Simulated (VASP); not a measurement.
Crystal: Cu.

```xyz
1
Lattice="0.0000 1.8075 1.8075 1.8075 0.0000 1.8075 1.8075 1.8075 0.0000" Properties=species:S:1:pos:R:3 pbc="T T T"
Cu    0.0000    0.0000    0.0000
```

- Program: VASP 6.6.1
- Task: relaxation of cell and atoms
- Functional: HF
- Potentials or basis: VASP PAW PBE potentials, release 64 (Cu)
- Cutoff: 600 eV
- k mesh: 7 × 7 × 7
- Occupations: fermi-dirac, width 0.05 eV
- Spin: no spin polarisation

At the start: pressure 23.7 GPa; volume 11.81 Å³/atom.

Q: Where does the relaxation end?

A: Over 3 steps the energy falls by 194.1 meV/atom and the volume is 15.17 Å³/atom (+28.4 %); space group Fm-3m (No. 225, to 0.1 Å) before and after.

Step by step:
| step | energy change (eV) | largest force (eV/Å) | pressure (GPa) | volume (Å³) |
| --- | --- | --- | --- | --- |
| 1 | 0.0000 | 0.0000 | 23.69 | 11.81 |
| 2 | -0.1939 | 0.0000 | 0.33 | 15.05 |
| 3 | -0.1941 | 0.0000 | 0.04 | 15.17 |

Final structure:
```xyz
1
Lattice="0.0000 1.9646 1.9646 1.9646 0.0000 1.9646 1.9646 1.9646 0.0000" Properties=species:S:1:pos:R:3 pbc="T T T"
Cu    0.0000    0.0000    0.0000
```

Caveat: the k points lie up to 0.40 Å⁻¹ apart in the final cell, too coarse for converged energies and pressures of a metal; the volume moved by over 15 % at a fixed basis, so the end points are rough; the PAW data sets were made with another functional, which shifts forces and pressure a little.
